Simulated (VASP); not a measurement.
Input of a VASP 6.6.1 run:

Contents of INCAR:

```
SYSTEM = Rb
ALGO = Normal
EDIFF = 1E-7
ENCUT = 520
GGA = CA
ISIF = 2
ISMEAR = -1
LASPH = .True.
LCHARG = .False.
LREAL = .False.
LWAVE = .False.
NBANDS = 16
NELM = 80
PREC = Accurate
SIGMA = 0.1
```

File KPOINTS:

```
k-points
0
Gamma
  9 9 5
  0 0 0
```

File POSCAR:

```
Rb
1.0
    4.4436995562      0.0000000000      0.0000000000
   -2.2218497781      3.8483567024      0.0000000000
    0.0000000000      0.0000000000      7.3042727317
Rb
2
Direct
    0.3333333333      0.6666666667      0.2500000000
    0.6666666667      0.3333333333      0.7500000000
```

Potentials or basis: VASP PAW LDA potentials, release 64 (Rb_sv).

Run with:

```bash
$ cat potpaw_LDA.64/Rb_sv/POTCAR > POTCAR
$ mpirun -np 1 vasp_std > vasp.out
```

Predict the band gap on the k mesh.

zero (band 9 reaches 1.82 eV, above the bottom of band 10 at -0.45 eV).

Predict the pressure.

1.2 GPa.
